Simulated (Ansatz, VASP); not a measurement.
Ti: VASP beside Ansatz

```xyz
2
Lattice="2.9391 0.0000 0.0000 -1.4695 2.5453 0.0000 0.0000 0.0000 4.6560" Properties=species:S:1:pos:R:3 pbc="T T T"
Ti    0.0000    1.6969    1.1640
Ti    1.4695    0.8484    3.4920
```

Alike in both runs: task single point; functional PBE; k mesh 12 × 12 × 7; occupations gaussian, width 1 eV; no spin polarisation.

|  | VASP | Ansatz |
| --- | --- | --- |
| version | VASP 6.6.1 | Ansatz 0.2.0 |
| potentials or method | VASP PAW PBE potentials, release 64 (Ti_sv), cutoff 520 eV | plane waves (420 eV) with PAW, scalar-relativistic |
| valence electrons in the cell | 24 | 24 |

VASP gave:

- pressure (GPa): 3.6
- traceless stress, the component that is largest in VASP (GPa): 1.40

What did Ansatz give for the same quantities?

Pressure (GPa): 3.8; traceless stress, the component that is largest in VASP (GPa): 1.41.

With one functional, cell and mesh, what is left measures potentials, basis and numerics.
